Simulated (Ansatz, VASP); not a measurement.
**Two plane-wave programs on Li3Ta2O**

Contents of INCAR:

```
ALGO = Normal
EDIFF = 1E-6
EDIFFG = -0.04
ENCUT = 600
GGA = PE
IBRION = 2
ISIF = 3
ISMEAR = 0
LASPH = True
LCHARG = False
LREAL = False
LWAVE = False
NELM = 100
NSW = 90
PREC = Accurate
SIGMA = 0.1
```

The input KPOINTS:

```
k-points
0
Gamma
  6 6 2
```

POSCAR

```
Li3Ta2O
1.0
    3.3720824200      0.0000000000      0.0000000000
   -1.6860412100      2.9203090400      0.0000000000
    0.0000000000      0.0000000000      8.2895669900
Li Ta O
3 2 1
Direct
    0.0000000000      0.0000000000      0.5000000000
    0.3333333300      0.6666666700      0.1513343600
    0.6666666700      0.3333333300      0.8486656400
    0.3333333300      0.6666666700      0.6738277100
    0.6666666700      0.3333333300      0.3261722900
    0.0000000000      0.0000000000      0.0000000000
```

Input for Ansatz:

```yaml
crystal:
  lattice:
    - [3.37208242, 0.0, 0.0]
    - [-1.68604121, 2.92030904, 0.0]
    - [0.0, 0.0, 8.28956699]
  atoms:
    - { symbol: Li, position: [0.0, 0.0, 0.5] }
    - { symbol: Li, position: [0.33333333, 0.66666667, 0.15133436] }
    - { symbol: Li, position: [0.66666667, 0.33333333, 0.84866564] }
    - { symbol: Ta, position: [0.33333333, 0.66666667, 0.67382771] }
    - { symbol: Ta, position: [0.66666667, 0.33333333, 0.32617229] }
    - { symbol: O, position: [0.0, 0.0, 0.0] }
basis:
  ecutwfc: 420
kpoints:
  mp_grid: { grid: [6, 6, 2] }
hamiltonian:
  xc: pbe
scf:
  occupations: { method: gaussian, width: 0.1 }
  lower_state_search: "off"
output:
  forces: true
  stress: true
  eigenvalues: true
relax:
  adjacent_minimum: "off"
  f_tol: 0.04
  max_steps: 70
  cell: { stress_tol: 0.4 }
```

Change from the starting cell: species swapped into the K3I2Br type (P-3m1, No. 164).

Alike in both runs: task relaxation of cell and atoms; functional PBE; k mesh 6 × 6 × 2; occupations gaussian, width 0.1 eV; no spin polarisation.

|  | VASP | Ansatz |
| --- | --- | --- |
| version | VASP 6.6.1 | Ansatz 0.2.0 |
| potentials or method | VASP PAW PBE potentials, release 64 (Li_sv, Ta_pv, O), cutoff 600 eV | scalar-relativistic, plane waves, PAW |
| valence electrons in the cell | 37 | 41 |

|  | VASP | Ansatz | Ansatz less VASP |
| --- | --- | --- | --- |
| gap on the k mesh at the Fermi level, each at its own relaxed structure (eV) | none | none | - |
| relaxed volume (Å³/atom) | 13.61 | 14.78 | +1.166 |
| relaxed length of the cell vector where the two differ most in proportion (Å) | 11.469 | 12.716 | +1.2471 |

A gap of «none» marks a metal or a gap that the smearing closes. One of these differences is far larger than is usual between the two programs; its cause wasn't traced. VASP's potentials hold 37 valence electrons a cell and Ansatz's 41, so a difference there can come from the potentials and not from the codes.

The k mesh is coarse, so the values compare programs but aren't converged. Spin-orbit coupling is off throughout. Noted on VASP's run: the cutoff is under 1.25 times that of the potentials, so the pressure is a little rough.
